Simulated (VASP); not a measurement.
Write the native input for VASP 6.6.1 that does the following.

```yaml
Task: single point
Functional: LDA
Potentials_or_basis: VASP PAW LDA potentials, release 64 (Te, Au)
Cutoff: 520 eV
k_mesh: 12 × 12 × 8
Occupations: gaussian, width 0.1 eV
Spin: no spin polarisation
Dipole_correction: no
Further_INCAR_settings: ALGO = Normal; EDIFF = 1e-06; NBANDS = 18
```

The structure of Te2Au lies in POSCAR:

```
Te2Au
1.0
    4.1248241274      0.0000000000      0.0000000000
   -2.0624120637      3.5722024805      0.0000000000
    0.0000000000      0.0000000000      5.0540358017
Te Au
2 1
Direct
    0.6666666667      0.3333333333      0.2887789399
    0.3333333333      0.6666666667      0.7112210601
    0.0000000000      0.0000000000      0.0000000000
```

These files were run (other wordings do the same):

INCAR

```
PREC = Accurate ; ENCUT = 520
EDIFF = 1E-6 ; ISMEAR = 0
SIGMA = 0.1 ; LREAL = F
LASPH = T ; NELM = 60
ALGO = Normal ; ISIF = 2
LWAVE = F ; LCHARG = F
NBANDS = 18
```

KPOINTS

```
Automatic mesh
0
Gamma
  12 12 8
```

Potentials or basis: VASP PAW LDA potentials, release 64 (Te, Au).

Run with:

```sh
$ cat potpaw_LDA.64/Te/POTCAR potpaw_LDA.64/Au/POTCAR > POTCAR
$ mpirun -np 1 vasp_std > vasp.out
```

It gave:

- Pressure: 0.1 GPa
- Largest force: 0.019 eV/Å
- Band gap on the k mesh: zero (an odd number of electrons rules out a gap without spin polarisation)

Caveat: spin-orbit coupling is left out, which moves the levels of the heavy elements.

Wall time 46 s on 1 thread of Intel(R) Xeon(R) 6975P-C (Granite Rapids) (shared host), peak memory 0.3 GiB.
